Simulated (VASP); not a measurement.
Set up this calculation in VASP 6.6.1, as the native input.

```
Task                   : single point
Functional             : LDA
Potentials or basis    : VASP PAW LDA potentials, release 64 (Cu)
Cutoff                 : 520 eV
k mesh                 : 22 × 22 × 22
Occupations            : gaussian, width 0.15 eV
Spin                   : no spin polarisation
Dipole correction      : no
Further INCAR settings : ALGO = Normal; EDIFF = 1e-06; NBANDS = 12
```

The structure of Cu lies in POSCAR:

```
Cu
1.0
   -1.4273957576      1.4273957576      1.3578500000
    1.4273957576     -1.4273957576      1.3578500000
    1.4273957576      1.4273957576     -1.3578500000
Cu
1
Direct
    0.0000000000      0.0000000000      0.0000000000
```

These files were run (other wordings do the same):

INCAR

```
  PREC = Accurate
  ENCUT = 520
  EDIFF = 1E-6
  ISMEAR = 0
  SIGMA = 0.15
  LREAL = F
  LASPH = T
  NELM = 60
  ALGO = Normal
  ISIF = 2
  LWAVE = F
  LCHARG = F
  GGA = CA
  NBANDS = 12
```

KPOINTS

```
regular mesh
0
Gamma
  22 22 22
```

Potentials or basis: VASP PAW LDA potentials, release 64 (Cu).

The run is started by

```sh
$ cat potpaw_LDA.64/Cu/POTCAR > POTCAR
$ mpirun -np 1 vasp_std > vasp.out
```

Results of the run:

The pressure is -1.4 GPa.

Wall time 42 s on 1 thread of Intel(R) Xeon(R) 6975P-C (Granite Rapids), with other jobs on the host, peak memory 0.2 GiB.
